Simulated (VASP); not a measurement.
# Ta8HN8 (a cell with a defect) in VASP: single point with LDA

Aim: the single point of Ta8HN8 (a cell with a defect) with LDA.

Program: VASP 6.6.1. These are calculated values, not measurements. Logs are shortened: lines on timing, memory, paths and dates and some standing lists are left out, and cuts for length are marked.

### 1 The cell of the first run

The cell holds a defect, 17 atoms: a = 5.876 Å, b = 5.876 Å, c = 5.766 Å, α = 90.00°, β = 90.00°, γ = 120.00°.

### 2 Single point, LDA

INCAR reads:

```
SYSTEM = Ta8HN8
PREC     = Accurate       ! precision mode
ENCUT    = 520            ! plane-wave cutoff, eV
EDIFF    = 1E-6           ! SCF threshold, eV
ISMEAR   = -1             ! smearing method
SIGMA    = 0.1            ! smearing width, eV
LREAL    = .FALSE.        ! projectors in reciprocal space
LASPH    = .TRUE.         ! aspherical terms in the spheres
NELM     = 120            ! most SCF steps
ALGO     = Normal         ! electronic algorithm
ISIF     = 2              ! what is computed and relaxed
LWAVE    = .FALSE.        ! write WAVECAR
LCHARG   = .FALSE.        ! write CHGCAR
NBANDS   = 78             ! bands
GGA_COMPAT= .FALSE.
```

KPOINTS reads:

```
Automatic mesh
0
G
  3 3 2
  0 0 0
```

POSCAR reads:

```
Ta8HN8
1.0
    5.8760000000      0.0000000000      0.0000000000
   -2.9380000000      5.0887660000      0.0000000000
    0.0000000000      0.0000000000      5.7660000000
Ta N H
8 8 1
Direct
    0.1666666667      0.3333333333      0.2500000000
    0.1666666667      0.3333333333      0.7500000000
    0.1666666667      0.8333333333      0.2500000000
    0.1666666667      0.8333333333      0.7500000000
    0.6666666667      0.3333333333      0.2500000000
    0.6666666667      0.3333333333      0.7500000000
    0.6666666667      0.8333333333      0.2500000000
    0.6666666667      0.8333333333      0.7500000000
    0.0000000000      0.0000000000      0.0000000000
    0.0000000000      0.0000000000      0.5000000000
    0.0000000000      0.5000000000      0.0000000000
    0.0000000000      0.5000000000      0.5000000000
    0.5000000000      0.0000000000      0.0000000000
    0.5000000000      0.0000000000      0.5000000000
    0.5000000000      0.5000000000      0.0000000000
    0.5000000000      0.5000000000      0.5000000000
    0.3125000000      0.1250000000      0.1250000000
```

Potentials or basis: VASP PAW LDA potentials, release 64 (Ta_pv, N, H).

On the command line:

```bash
$ cat potpaw_LDA.64/Ta_pv/POTCAR potpaw_LDA.64/N/POTCAR potpaw_LDA.64/H/POTCAR > POTCAR
$ mpirun -np 1 vasp_std > vasp.out
```

OUTCAR:

```text
SYSTEM = Ta8HN8
   PREC = Accurate
   ENCUT = 520
   EDIFF = 1E-6
   ISMEAR = -1
   LREAL = .FALSE.
   LASPH = .TRUE.
   NELM = 120
   ISIF = 2

 ion  position               nearest neighbor table
   1  0.167  0.333  0.250-  17 1.95  16 2.23  15 2.23  12 2.23  11 2.23  10 2.23   9 2.23   2 2.88
                             2 2.88   5 2.94   5 2.94   7 2.94   3 2.94   3 2.94   7 2.94
   2  0.167  0.333  0.750-  15 2.23  16 2.23  11 2.23  12 2.23   9 2.23  10 2.23   1 2.88   1 2.88
                             6 2.94   6 2.94   4 2.94   4 2.94   8 2.94   8 2.94
   3  0.167  0.833  0.250-  17 1.65  14 2.23  13 2.23  10 2.23   9 2.23  12 2.23  11 2.23   4 2.88
                             4 2.88   7 2.94   7 2.94   1 2.94   1 2.94   5 2.94   5 2.94
   4  0.167  0.833  0.750-  13 2.23  14 2.23   9 2.23  10 2.23  11 2.23  12 2.23   3 2.88   3 2.88
                             8 2.94   8 2.94   6 2.94   2 2.94   2 2.94   6 2.94
   5  0.667  0.333  0.250-  17 1.95  12 2.23  11 2.23  16 2.23  15 2.23  14 2.23  13 2.23   6 2.88
                             6 2.88   1 2.94   1 2.94   7 2.94   7 2.94   3 2.94   3 2.94
   6  0.667  0.333  0.750-  11 2.23  12 2.23  15 2.23  16 2.23  13 2.23  14 2.23   5 2.88   5 2.88
                             2 2.94   2 2.94   4 2.94   8 2.94   8 2.94   4 2.94
   7  0.667  0.833  0.250-   9 2.23  10 2.23  13 2.23  14 2.23  15 2.23  16 2.23   8 2.88   8 2.88
                             3 2.94   3 2.94   5 2.94   5 2.94   1 2.94   1 2.94
   8  0.667  0.833  0.750-   9 2.23  10 2.23  13 2.23  14 2.23  15 2.23  16 2.23   7 2.88   7 2.88
                             4 2.94   4 2.94   6 2.94   6 2.94   2 2.94   2 2.94
   9  0.000  0.000  0.000-   7 2.23   8 2.23   3 2.23   4 2.23   1 2.23   2 2.23
  10  0.000  0.000  0.500-   7 2.23   8 2.23   3 2.23   4 2.23   1 2.23   2 2.23
  11  0.000  0.500  0.000-   5 2.23   6 2.23   1 2.23   2 2.23   3 2.23   4 2.23
  12  0.000  0.500  0.500-   5 2.23   6 2.23   1 2.23   2 2.23   3 2.23   4 2.23
  13  0.500  0.000  0.000-   3 2.23   4 2.23   7 2.23   8 2.23   5 2.23   6 2.23
  14  0.500  0.000  0.500-   3 2.23   4 2.23   7 2.23   8 2.23   5 2.23   6 2.23
  15  0.500  0.500  0.000-   1 2.23   2 2.23   5 2.23   6 2.23   7 2.23   8 2.23
  16  0.500  0.500  0.500-   1 2.23   2 2.23   5 2.23   6 2.23   7 2.23   8 2.23
  17  0.312  0.125  0.125-   3 1.65   1 1.95   5 1.95

  LATTYP: Found a hexagonal cell.
 ALAT       =     5.8760000000
 C/A-ratio  =     0.9812797822

  Lattice vectors:

 A1 = (   5.8760000000,   0.0000000000,   0.0000000000)
 A2 = (  -2.9380000000,   5.0887660000,   0.0000000000)
 A3 = (   0.0000000000,   0.0000000000,   5.7660000000)

Analysis of symmetry for initial positions (statically):
=====================================================================
 Subroutine PRICEL returns:
 Original cell was already a primitive cell.

 Routine SETGRP: Setting up the symmetry group for a
 hexagonal supercell.

 Subroutine GETGRP returns: Found  2 space group operations
 (whereof  1 operations were pure point group operations)
 out of a pool of 24 trial point group operations.

The static configuration has the point symmetry C_1 .
 The point group associated with its full space group is C_1h.

Analysis of symmetry for dynamics (positions and initial velocities):
=====================================================================
 Subroutine PRICEL returns:
 Original cell was already a primitive cell.

 Routine SETGRP: Setting up the symmetry group for a
 hexagonal supercell.

 Subroutine GETGRP returns: Found  2 space group operations
 (whereof  1 operations were pure point group operations)
 out of a pool of 24 trial point group operations.

The dynamic configuration has the point symmetry C_1 .
 The point group associated with its full space group is C_1h.

 Subroutine INISYM returns: Found  2 space group operations
 (whereof  1 operations are pure point group operations),
 and found     1 'primitive' translations

----------------------------------------------------------------------------------------

                                     Primitive cell

  volume of cell :     172.4126

  direct lattice vectors                    reciprocal lattice vectors
     5.876000000  0.000000000  0.000000000     0.170183799  0.098255648  0.000000000
    -2.938000000  5.088766000  0.000000000     0.000000000  0.196511296  0.000000000
     0.000000000  0.000000000  5.766000000     0.000000000  0.000000000  0.173430454

  length of vectors
     5.876000000  5.876000630  5.766000000     0.196511317  0.196511296  0.173430454

  position of ions in fractional coordinates (direct lattice)
     0.166666667  0.333333333  0.250000000
     0.166666667  0.333333333  0.750000000
     0.166666667  0.833333333  0.250000000
     0.166666667  0.833333333  0.750000000
     0.666666667  0.333333333  0.250000000
     0.666666667  0.333333333  0.750000000
[... 9 lines left out ...]
     0.500000000  0.500000000  0.500000000
     0.312500000  0.125000000  0.125000000

  ion indices of the primitive-cell ions
   primitive index   ion index
                 1           1
                 2           2
                 3           3
                 4           4
                 5           5
                 6           6
[... 9 lines left out ...]
                16          16
                17          17

----------------------------------------------------------------------------------------

 KPOINTS: Automatic mesh

Automatic generation of k-mesh.
 Grid dimensions read from file:
 generate k-points for:    3    3    2

 Generating k-lattice:

  Cartesian coordinates                     Fractional coordinates (reciprocal lattice)
     0.056727933  0.032751883  0.000000000     0.333333333  0.000000000  0.000000000
     0.000000000  0.065503765  0.000000000     0.000000000  0.333333333  0.000000000
     0.000000000  0.000000000  0.086715227     0.000000000  0.000000000  0.500000000

  Length of vectors
     0.065503772  0.065503765  0.086715227

  Shift w.r.t. Gamma in fractional coordinates (k-lattice)
     0.000000000  0.000000000  0.000000000

 Subroutine IBZKPT returns following result:
 ===========================================

 Found      8 irreducible k-points:

 Following reciprocal coordinates:
            Coordinates               Weight
  0.000000  0.000000  0.000000      1.000000
  0.333333  0.000000  0.000000      4.000000
  0.000000  0.333333  0.000000      2.000000
  0.333333  0.333333  0.000000      2.000000
  0.000000  0.000000  0.500000      1.000000
  0.333333  0.000000  0.500000      4.000000
  0.000000  0.333333  0.500000      2.000000
  0.333333  0.333333  0.500000      2.000000
   k-points           NKPTS =      8   k-points in BZ     NKDIM =      8   number of bands    NBANDS=     78
   number of dos      NEDOS =    301   number of ions     NIONS =     17
   total plane-waves  NPLWV = 110592
   dimension x,y,z NGX =    48 NGY =   48 NGZ =   48
   dimension x,y,z NGXF=    96 NGYF=   96 NGZF=   96
   ions per type =               8   8   1
   NGX,Y,Z   is equivalent  to a cutoff of  13.58, 13.58, 13.84 a.u.
   NGXF,Y,Z  is equivalent  to a cutoff of  27.16, 27.16, 27.68 a.u.
 SYSTEM =  Ta8HN8
   PREC   = accura    normal or accurate (medium, high low for compatibility)
   ISTART =      0    job   : 0-new  1-cont  2-samecut
   ICHARG =      2    charge: 1-file 2-atom 10-const
   ISPIN  =      1    spin polarized calculation?
   LNONCOLLINEAR =      F non collinear calculations
   LSORBIT =      F    spin-orbit coupling
   LASPH  =      T    aspherical Exc in radial PAW
   ENCUT  =  520.0 eV  38.22 Ry    6.18 a.u.  10.93 10.93 10.72*2*pi/ulx,y,z
   NELM   =    120;   NELMIN=  2; NELMDL= -5     # of ELM steps
   EDIFF  = 0.1E-05   stopping-criterion for ELM
   LREAL  =      F    real-space projection
   EDIFFG = 0.1E-04   stopping-criterion for IOM
   NSW    =      0    number of steps for IOM
   IBRION =     -1    ionic relax: 0-MD 1-quasi-New 2-CG
   NFREE  =      0    steps in history (QN), initial steepest desc. (CG)
   ISIF   =      2    stress and relaxation
   ISYM   =      2    0-nonsym 1-usesym 2-fastsym
   POTIM  = 0.5000    time-step for ionic-motion
   TEBEG  =    0.0;   TEEND  =   0.0 temperature during run
   PSTRESS=    0.0 pullay stress
   NELECT =     129.0000    total number of electrons
   NUPDOWN=      -1.0000    fix difference up-down
   EMIN   =  10.00;   EMAX   =-10.00  energy-range for DOS
   EFERMI =   0.00;   METHOD = LEGACY
   ISMEAR =    -1;   SIGMA  =   0.10  broadening in eV -4-tet -1-fermi 0-gaus
   EFERMI_NEDOS =   21; number of points for ismear=-14 and -15
   IALGO  =     38    algorithm
   IMIX   =      4    mixing-type and parameters
     AMIX     =   0.40;   BMIX     =  1.00
     AMIX_MAG =   1.60;   BMIX_MAG =  1.00
  volume/ion in A,a.u.               =      10.14        68.44
  Fermi-wavevector in a.u.,A,eV,Ry     =   1.486215  2.808540 30.053042  2.208836
  Thomas-Fermi vector in A             =   2.599530
   LORBIT       =      0    0 simple, 1 ext, 2 COOP (PROOUT), +10 PAW based schemes
   GGA     = CA    functional components
   LHFCALC =     F    Hartree Fock is set to
   AEXX    =    0.0000 exact exchange contribution
   IVDW    =     0    specifies the selected vdW correction
   LEPSILON=     F    determine dielectric tensor
   LRPA    =     F    only Hartree local field effects (RPA)
 non-spin polarized calculation
  energy-cutoff  :      520.00
  volume of cell :      172.41
 maximum number of plane-waves:      4683
 NGX is ok and might be reduce to    48
   NGX = 21   NGY = 21   NGZ = 21

 number of electron     129.0000011 magnetization

 Free energy of the ion-electron system (eV)
  ---------------------------------------------------
  ext. energy  EPLUGINS =         0.00000000
  ---------------------------------------------------
  free energy    TOTEN  =      -198.84752751 eV

  energy without entropy =     -198.71658343  energy(sigma->0) =     -198.78205547

 E-fermi :   9.0004     XC(G=0): -13.6303

 val. band max:        8.9976281158   @ k =   0.0000   0.0000   0.5000
 cond. band min:       9.0040652917   @ k =   0.0000   0.3333   0.0000
 fundamental gap:      0.0064371760
 Fermi energy:         9.0004379658

 k-point     1 :       0.0000    0.0000    0.0000
  band No.  band energies     occupation
      1     -27.4354      2.00000
      2     -27.3352      2.00000
      3     -27.1667      2.00000
      4     -27.1518      2.00000
      5     -27.1040      2.00000
      6     -27.0781      2.00000
[... 68 lines left out ...]
     75      11.8120      0.00000
     76      12.2101      0.00000

 k-point     2 :       0.3333    0.0000    0.0000
  band No.  band energies     occupation
      1     -27.3108      2.00000
      2     -27.2376      2.00000
      3     -27.1543      2.00000
      4     -27.0827      2.00000
      5     -27.0472      2.00000
      6     -27.0257      2.00000
[... 68 lines left out ...]
     75      11.5751      0.00000
     76      11.8494      0.00000

 k-point     3 :       0.0000    0.3333    0.0000
  band No.  band energies     occupation
      1     -27.3049      2.00000
      2     -27.2372      2.00000
      3     -27.1427      2.00000
      4     -27.1061      2.00000
      5     -27.0413      2.00000
      6     -27.0042      2.00000
[... 384 lines left out ...]
     75      10.9758      0.00000
     76      11.0824      0.00000

 k-point     8 :       0.3333    0.3333    0.5000
  band No.  band energies     occupation
      1     -27.0407      2.00000
      2     -27.0115      2.00000
      3     -26.8915      2.00000
      4     -26.8592      2.00000
      5     -26.7934      2.00000
      6     -26.7653      2.00000
[... 68 lines left out ...]
     75      11.4731      0.00000
     76      11.4995      0.00000
 [bands above 76 left out]

------------------------ aborting loop because EDIFF is reached ----------------------------------------

  FORCE on cell =-STRESS in cart. coord.  units (eV):
  Direction    XX          YY          ZZ          XY          YZ          ZX
  --------------------------------------------------------------------------------------
  -------------------------------------------------------------------------------------
  Total       -6.5574196     -2.8723630     -5.2257723      0.0000000     -1.2041095      0.0000000
  in kB      -60.9360993    -26.6919931    -48.5615077      0.0000000    -11.1894225      0.0000000
  external PRESSURE =     -45.3965334 kB  Pullay stress =       0.0000000 kB

 VOLUME and BASIS-vectors are now :
 -----------------------------------------------------------------------------
  energy-cutoff  :      520.00
  volume of cell :      172.41
      direct lattice vectors                 reciprocal lattice vectors
     5.876000000  0.000000000  0.000000000     0.170183799  0.098255648  0.000000000
    -2.938000000  5.088766000  0.000000000     0.000000000  0.196511296  0.000000000
     0.000000000  0.000000000  5.766000000     0.000000000  0.000000000  0.173430454

 POSITION                                       TOTAL-FORCE (eV/Angst)
 -----------------------------------------------------------------------------------
      0.00000      1.69626      1.44150        -0.769340      0.478531      0.138670
      0.00000      1.69626      4.32450        -0.115695      0.067522     -0.137937
     -1.46900      4.24064      1.44150        -0.000000     -3.243358      0.931017
     -1.46900      4.24064      4.32450        -0.000000     -0.259420     -0.268794
      2.93800      1.69626      1.44150         0.769340      0.478531      0.138670
      2.93800      1.69626      4.32450         0.115695      0.067522     -0.137937
[... 9 lines left out ...]
      1.46900      2.54438      2.88300         0.000000     -0.036020     -0.063547
      1.46900      0.63610      0.72075         0.000000      2.911369      0.902089
 -----------------------------------------------------------------------------------
    total drift:                               -0.000000      0.000061     -0.000588

  FREE ENERGIE OF THE ION-ELECTRON SYSTEM (eV)
  ---------------------------------------------------
  free  energy   TOTEN  =      -198.8475275075 eV

  energy  without entropy=     -198.7165834272  energy(sigma->0) =     -198.78205547
```

Run time: 69 s. Hardware: 1 thread of AMD EPYC 9R45 (Zen 5), shared host; peak memory 0.27 GiB.

What came out:

- Free energy: -198.8475 eV
- Pressure: -4.5 GPa
- Largest force: 3.374 eV/Å
- Band gap on the k mesh: zero (an odd number of electrons rules out a gap without spin polarisation)

Forces in eV/Å, atoms in the order of the input:
```
Ta  -0.769  0.479  0.139
Ta  -0.116  0.068 -0.138
Ta   0.000 -3.243  0.931
Ta   0.000 -0.259 -0.269
Ta   0.769  0.479  0.139
Ta   0.116  0.068 -0.138
Ta   0.000  0.008 -0.102
Ta   0.000 -0.069 -0.064
N   -0.748 -0.400 -0.678
N   -0.011  0.040  0.017
N    0.000  0.047  0.278
N    0.000 -0.143 -0.013
N    0.748 -0.400 -0.678
N    0.011  0.040  0.017
N    0.000  0.412 -0.277
N    0.000 -0.036 -0.064
H    0.000  2.911  0.902
```

Stress tensor (GPa, compression positive):
```
-6.09  0.00  0.00
 0.00 -2.67 -1.12
 0.00 -1.12 -4.86
```

Levels at points of the mesh, in eV from the Fermi level:
| k point | band 61 | band 62 | band 63 | band 64 | band 65 | band 66 | band 67 | band 68 |
| --- | --- | --- | --- | --- | --- | --- | --- | --- |
| (0.00, 0.00, 0.00) | -2.29 | -1.03 | -1.02 | -0.95 | -0.94 | 0.88 | 1.63 | 1.98 |
| (0.00, 0.00, 0.50) | -2.13 | -2.13 | -1.21 | -1.10 | -0.22 | -0.13 | -0.01 | 0.00 |

Caveat: the k points lie up to 0.54 Å⁻¹ apart, too coarse for converged energies and pressures of a metal; spin-orbit coupling is left out, which moves the levels of the heavy elements.
